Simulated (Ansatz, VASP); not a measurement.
Cu: VASP beside Ansatz

```
Cu
1.0
    -1.21112    1.21112    1.21112
     1.21112   -1.21112    1.21112
     1.21112    1.21112   -1.21112
Cu
1
Cartesian
  0.0000 0.0000 0.0000
```

Change from the starting cell: volume scaled by 0.65, LAPW.

Alike in both runs: task single point; functional LDA; k mesh 19 × 19 × 19; occupations fermi-dirac, width 0.08 eV; no spin polarisation.

|  | VASP | Ansatz |
| --- | --- | --- |
| version | VASP 6.6.1 | Ansatz 0.2.0 |
| potentials or method | VASP PAW LDA potentials, release 64 (Cu), cutoff 520 eV | all-electron LAPW, scalar-relativistic |

```csv
,VASP,Ansatz,Ansatz less VASP
pressure (GPa),234.2,231.9,-2.35
```

LDA's correlation is that of Perdew and Zunger in VASP and of Perdew and Wang (1992) in Ansatz. Both programs put the cell under a high pressure, so it lies far from rest at this level. Ansatz ran all-electron here, and VASP with PAW potentials.

Noted on VASP's run: the cell as given lies far from equilibrium.
